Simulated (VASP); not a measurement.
# Mo (Im-3m) in VASP: notebook

Runs on Mo. Level: PBE. Tasks: single point.

All numbers are computed with VASP 6.6.1; they aren't measurements. Logs are shortened: lines on timing, memory, paths and dates and some standing lists are left out, and cuts for length are marked.

**1. The cell of the first run**

It takes space group Im-3m (No. 229, cubic). Conventional cell: a = 3.147 Å, b = 3.147 Å, c = 3.147 Å, α = 90.00°, β = 90.00°, γ = 90.00°. Within 3.6 Å of Mo (site symmetry m-3m) lie 14 Mo at 2.73 to 3.15 Å.

**2. Single point, PBE**

Contents of INCAR:

```
SYSTEM = Mo
ALGO = Normal ; EDIFF = 1E-7
ENCUT = 520 ; GGA = PE
ISIF = 2 ; ISMEAR = 1
LASPH = .True. ; LCHARG = .False.
LREAL = .False. ; LWAVE = .False.
NBANDS = 13 ; NELM = 80
PREC = Accurate ; SIGMA = 0.25
```

Contents of KPOINTS:

```
k-points
0
Gamma
  12 12 12
  0 0 0
```

Contents of POSCAR:

```
Mo
1.0
   -1.5734150000      1.5734150000      1.5734150000
    1.5734150000     -1.5734150000      1.5734150000
    1.5734150000      1.5734150000     -1.5734150000
Mo
1
Direct
    0.0000000000      0.0000000000      0.0000000000
```

Potentials or basis: VASP PAW PBE potentials, release 64 (Mo_sv).

On the command line:

```sh
cat potpaw_PBE.64/Mo_sv/POTCAR > POTCAR
mpirun -np 1 vasp_std > vasp.out
```

OUTCAR:

```text
SYSTEM = Mo
   EDIFF = 1E-7
   ENCUT = 520
   GGA = PE
   ISIF = 2
   ISMEAR = 1
   LASPH = .True.
   LREAL = .False.
   NELM = 80
   PREC = Accurate

 ion  position               nearest neighbor table
   1  0.000  0.000  0.000-

  LATTYP: Found a body centered cubic cell.
 ALAT       =     3.1468300000

  Lattice vectors:

 A1 = (  -1.5734150000,   1.5734150000,   1.5734150000)
 A2 = (   1.5734150000,  -1.5734150000,   1.5734150000)
 A3 = (   1.5734150000,   1.5734150000,  -1.5734150000)

Analysis of symmetry for initial positions (statically):
=====================================================================
 Subroutine PRICEL returns:
 Original cell was already a primitive cell.

 Routine SETGRP: Setting up the symmetry group for a
 body centered cubic supercell.

 Subroutine GETGRP returns: Found 48 space group operations
 (whereof 48 operations were pure point group operations)
 out of a pool of 48 trial point group operations.

The static configuration has the point symmetry O_h .

Analysis of symmetry for dynamics (positions and initial velocities):
=====================================================================
 Subroutine PRICEL returns:
 Original cell was already a primitive cell.

 Routine SETGRP: Setting up the symmetry group for a
 body centered cubic supercell.

 Subroutine GETGRP returns: Found 48 space group operations
 (whereof 48 operations were pure point group operations)
 out of a pool of 48 trial point group operations.

The dynamic configuration has the point symmetry O_h .

 Subroutine INISYM returns: Found 48 space group operations
 (whereof 48 operations are pure point group operations),
 and found     1 'primitive' translations

----------------------------------------------------------------------------------------

                                     Primitive cell

  volume of cell :      15.5808

  direct lattice vectors                    reciprocal lattice vectors
    -1.573415000  1.573415000  1.573415000     0.000000000  0.317780115  0.317780115
     1.573415000 -1.573415000  1.573415000     0.317780115  0.000000000  0.317780115
     1.573415000  1.573415000 -1.573415000     0.317780115  0.317780115  0.000000000

  length of vectors
     2.725234721  2.725234721  2.725234721     0.449408949  0.449408949  0.449408949

  position of ions in fractional coordinates (direct lattice)
     0.000000000  0.000000000  0.000000000

  ion indices of the primitive-cell ions
   primitive index   ion index
                 1           1

----------------------------------------------------------------------------------------

 KPOINTS: k-points

Automatic generation of k-mesh.
 Grid dimensions read from file:
 generate k-points for:   12   12   12

 Generating k-lattice:

  Cartesian coordinates                     Fractional coordinates (reciprocal lattice)
     0.000000000  0.026481676  0.026481676     0.083333333  0.000000000  0.000000000
     0.026481676  0.000000000  0.026481676     0.000000000  0.083333333  0.000000000
     0.026481676  0.026481676  0.000000000     0.000000000  0.000000000  0.083333333

  Length of vectors
     0.037450746  0.037450746  0.037450746

  Shift w.r.t. Gamma in fractional coordinates (k-lattice)
     0.000000000  0.000000000  0.000000000

 Subroutine IBZKPT returns following result:
 ===========================================

 Found     72 irreducible k-points:

 Following reciprocal coordinates:
            Coordinates               Weight
  0.000000  0.000000  0.000000      1.000000
  0.083333  0.000000  0.000000     12.000000
  0.166667  0.000000  0.000000     12.000000
  0.250000  0.000000  0.000000     12.000000
  0.333333  0.000000  0.000000     12.000000
  0.416667  0.000000  0.000000     12.000000
[... 16 lines left out ...]
  0.333333  0.083333  0.083333     24.000000
  0.416667  0.083333  0.083333     12.000000
 [... further k-points ...]
   k-points           NKPTS =     72   k-points in BZ     NKDIM =     72   number of bands    NBANDS=     13
   number of dos      NEDOS =    301   number of ions     NIONS =      1
   total plane-waves  NPLWV =   8000
   dimension x,y,z NGX =    20 NGY =   20 NGZ =   20
   dimension x,y,z NGXF=    40 NGYF=   40 NGZF=   40
   ions per type =               1
   NGX,Y,Z   is equivalent  to a cutoff of  12.20, 12.20, 12.20 a.u.
   NGXF,Y,Z  is equivalent  to a cutoff of  24.40, 24.40, 24.40 a.u.
 SYSTEM =  Mo
   PREC   = accura    normal or accurate (medium, high low for compatibility)
   ISTART =      0    job   : 0-new  1-cont  2-samecut
   ICHARG =      2    charge: 1-file 2-atom 10-const
   ISPIN  =      1    spin polarized calculation?
   LNONCOLLINEAR =      F non collinear calculations
   LSORBIT =      F    spin-orbit coupling
   LASPH  =      T    aspherical Exc in radial PAW
   ENCUT  =  520.0 eV  38.22 Ry    6.18 a.u.   5.07  5.07  5.07*2*pi/ulx,y,z
   NELM   =     80;   NELMIN=  2; NELMDL= -5     # of ELM steps
   EDIFF  = 0.1E-06   stopping-criterion for ELM
   LREAL  =      F    real-space projection
   EDIFFG = 0.1E-05   stopping-criterion for IOM
   NSW    =      0    number of steps for IOM
   IBRION =     -1    ionic relax: 0-MD 1-quasi-New 2-CG
   NFREE  =      0    steps in history (QN), initial steepest desc. (CG)
   ISIF   =      2    stress and relaxation
   ISYM   =      2    0-nonsym 1-usesym 2-fastsym
   POTIM  = 0.5000    time-step for ionic-motion
   TEBEG  =    0.0;   TEEND  =   0.0 temperature during run
   PSTRESS=    0.0 pullay stress
   NELECT =      14.0000    total number of electrons
   NUPDOWN=      -1.0000    fix difference up-down
   EMIN   =  10.00;   EMAX   =-10.00  energy-range for DOS
   EFERMI =   0.00;   METHOD = LEGACY
   ISMEAR =     1;   SIGMA  =   0.25  broadening in eV -4-tet -1-fermi 0-gaus
   EFERMI_NEDOS =   21; number of points for ismear=-14 and -15
   IALGO  =     38    algorithm
   IMIX   =      4    mixing-type and parameters
     AMIX     =   0.40;   BMIX     =  1.00
     AMIX_MAG =   1.60;   BMIX_MAG =  1.00
  volume/ion in A,a.u.               =      15.58       105.14
  Fermi-wavevector in a.u.,A,eV,Ry     =   1.579747  2.985289 33.954710  2.495601
  Thomas-Fermi vector in A             =   2.680079
   LORBIT       =      0    0 simple, 1 ext, 2 COOP (PROOUT), +10 PAW based schemes
   GGA     = PE    functional components
   LHFCALC =     F    Hartree Fock is set to
   AEXX    =    0.0000 exact exchange contribution
   IVDW    =     0    specifies the selected vdW correction
   LEPSILON=     F    determine dielectric tensor
   LRPA    =     F    only Hartree local field effects (RPA)
 non-spin polarized calculation
 Methfessel and Paxton  Order N= 1 SIGMA  =   0.25
  energy-cutoff  :      520.00
  volume of cell :       15.58
 maximum number of plane-waves:       430
   NGX = 11   NGY = 11   NGZ = 11

 number of electron      14.0000001 magnetization

 Free energy of the ion-electron system (eV)
  ---------------------------------------------------
  ext. energy  EPLUGINS =         0.00000000
  ---------------------------------------------------
  free energy    TOTEN  =       -10.94661022 eV

  energy without entropy =      -10.95145559  energy(sigma->0) =      -10.94822534

 E-fermi :  12.6049     XC(G=0): -13.4089

 val. band max:       12.5382673433   @ k =  -0.1667   0.2500   0.0833
 cond. band min:      12.6070007663   @ k =   0.5000   0.5000   0.0833
 fundamental gap:      0.0687334230
 Fermi energy:        12.6049361399

 k-point     1 :       0.0000    0.0000    0.0000
  band No.  band energies     occupation
      1     -48.6362      2.00000
      2     -21.8947      2.00000
      3     -21.8947      2.00000
      4     -21.8947      2.00000
      5       5.3994      2.00000
      6      11.2761      2.00000
      7      11.2761      2.00000
      8      11.2761      2.00000
      9      14.3133     -0.00000
     10      14.3133     -0.00000
     11      27.4833      0.00000
     12      27.4833      0.00000
     13      27.4833      0.00000

 k-point     2 :       0.0833    0.0000    0.0000
  band No.  band energies     occupation
      1     -48.6186      2.00000
      2     -21.9960      2.00000
      3     -21.9259      2.00000
      4     -21.8955      2.00000
      5       5.7047      2.00000
      6      11.1048      2.00000
      7      11.2437      2.00000
      8      11.5649      2.00000
      9      14.0736     -0.00000
     10      14.3187     -0.00000
     11      27.7041      0.00000
     12      28.0004      0.00000
     13      28.0690      0.00000

 k-point     3 :       0.1667    0.0000    0.0000
  band No.  band energies     occupation
      1     -48.5702      2.00000
      2     -22.2674      2.00000
      3     -22.0105      2.00000
      4     -21.8976      2.00000
      5       6.5093      2.00000
      6      10.6695      2.00000
      7      11.0941      2.00000
      8      12.4037      1.98253
      9      13.7383     -0.00000
     10      14.3583     -0.00000
     11      28.0159      0.00000
     12      29.1208      0.00000
     13      29.4597      0.00000

 k-point     4 :       0.2500    0.0000    0.0000
  band No.  band energies     occupation
      1     -48.5036      2.00000
      2     -22.6264      2.00000
      3     -22.1241      2.00000
      4     -21.9005      2.00000
      5       7.3720      2.00000
      6      10.1376      2.00000
      7      11.0788      2.00000
      8      13.7043     -0.00000
      9      13.7821     -0.00000
     10      14.4743     -0.00000
     11      27.4728      0.00000
     12      28.8690      0.00000
     13      31.6474      0.00000

 k-point     5 :       0.3333    0.0000    0.0000
  band No.  band energies     occupation
      1     -48.4361      2.00000
      2     -22.9733      2.00000
      3     -22.2356      2.00000
      4     -21.9036      2.00000
      5       7.6072      2.00000
      6       9.6615      2.00000
      7      11.9472      2.00126
      8      14.1109     -0.00000
      9      14.6721     -0.00000
     10      15.2826     -0.00000
     11      26.1643      0.00000
     12      27.0883      0.00000
     13      33.6765      0.00000
[... 257 lines left out ...]
 k-point    22 :       0.2500    0.0833    0.0833
  band No.  band energies     occupation
      1     -48.4231      2.00000
      2     -22.9817      2.00000
      3     -22.2486      2.00000
      4     -21.9903      2.00000
      5       8.2231      2.00000
      6       9.5701      2.00000
      7      10.9612      2.00000
      8      14.2105     -0.00000
      9      14.7133     -0.00000
     10      16.7172     -0.00000
     11      26.6733      0.00000
     12      26.8597      0.00000
     13      30.6140      0.00000

 k-point    23 :       0.3333    0.0833    0.0833
  band No.  band energies     occupation
      1     -48.3788      2.00000
      2     -23.1551      2.00000
      3     -22.3680      2.00000
      4     -21.9984      2.00000
      5       8.0015      2.00000
      6       9.3121      2.00000
      7      12.2861      2.07018
      8      14.4361     -0.00000
      9      14.9237     -0.00000
     10      18.3252      0.00000
     11      24.7327      0.00000
     12      25.5743      0.00000
     13      29.2574      0.00000

 k-point    24 :       0.4167    0.0833    0.0833
  band No.  band energies     occupation
      1     -48.3625      2.00000
      2     -23.2166      2.00000
      3     -22.4129      2.00000
      4     -22.0014      2.00000
      5       7.8827      2.00000
      6       9.2243      2.00000
      7      12.9781     -0.05595
      8      14.5081     -0.00000
      9      15.0064     -0.00000
     10      19.0411      0.00000
     11      23.7574      0.00000
     12      25.1683      0.00000
     13      28.7283      0.00000

 [... further k-points ...]

------------------------ aborting loop because EDIFF is reached ----------------------------------------

  FORCE on cell =-STRESS in cart. coord.  units (eV):
  Direction    XX          YY          ZZ          XY          YZ          ZX
  --------------------------------------------------------------------------------------
  -------------------------------------------------------------------------------------
  Total        0.3819158      0.3819158      0.3819158      0.0000000      0.0000000      0.0000000
  in kB       39.2724867     39.2724867     39.2724867      0.0000000      0.0000000      0.0000000
  external PRESSURE =      39.2724867 kB  Pullay stress =       0.0000000 kB

 VOLUME and BASIS-vectors are now :
 -----------------------------------------------------------------------------
  energy-cutoff  :      520.00
  volume of cell :       15.58
      direct lattice vectors                 reciprocal lattice vectors
    -1.573415000  1.573415000  1.573415000     0.000000000  0.317780115  0.317780115
     1.573415000 -1.573415000  1.573415000     0.317780115  0.000000000  0.317780115
     1.573415000  1.573415000 -1.573415000     0.317780115  0.317780115  0.000000000

 POSITION                                       TOTAL-FORCE (eV/Angst)
 -----------------------------------------------------------------------------------
      0.00000      0.00000      0.00000         0.000000      0.000000     -0.000000
 -----------------------------------------------------------------------------------
    total drift:                                0.000000     -0.000000      0.000000

  FREE ENERGIE OF THE ION-ELECTRON SYSTEM (eV)
  ---------------------------------------------------
  free  energy   TOTEN  =       -10.9466102178 eV

  energy  without entropy=      -10.9514555897  energy(sigma->0) =      -10.94822534
```

It took 29 s on 1 thread of AMD EPYC 7R13, shared host; peak memory 0.1 GiB.

Results:

```yaml
Free_energy: -10.9466 eV
Pressure: 3.9 GPa
Band_gap_on_the_k_mesh: zero (band 7 reaches 16.64 eV, above the bottom of band 8 at 11.28 eV)
```

**3. Single point, PBE**

Contents of INCAR:

```
PREC = Accurate ; ENCUT = 520
EDIFF = 1E-6 ; ISMEAR = 1
SIGMA = 0.15 ; LREAL = F
LASPH = T ; NELM = 100
ALGO = Normal ; ISIF = 2
LWAVE = F ; LCHARG = T
GGA = PE ; LELF = T
LVHAR = T ; NBANDS = 13
```

Contents of KPOINTS:

```
regular mesh
0
Gamma
  12 12 12
```

POSCAR is that of step 2.

Potentials or basis: VASP PAW PBE potentials, release 64 (Mo_sv).

On the command line:

```sh
cat potpaw_PBE.64/Mo_sv/POTCAR > POTCAR
mpirun -np 1 vasp_std > vasp.out
```

Wall time 26 s (1 thread of AMD EPYC 7R13, shared host); peak memory 0.1 GiB.

Results (log left out):

```
Free energy            : -10.9476 eV
Pressure               : 3.9 GPa
Band gap on the k mesh : zero (band 7 reaches 16.65 eV, above the bottom of band 8 at 11.28 eV)
```

Levels at points of the mesh, in eV from the Fermi level:
```
           k point  band 5  band 6  band 7  band 8  band 9  band 10
(0.00, 0.00, 0.00)   -7.20   -1.32   -1.32   -1.32    1.72     1.72
(0.50, 0.00, 0.00)   -5.29   -3.37    1.69    1.75    2.38     4.82
(0.50, 0.50, 0.50)   -5.41   -5.41    4.05    4.05    4.05     9.14
```
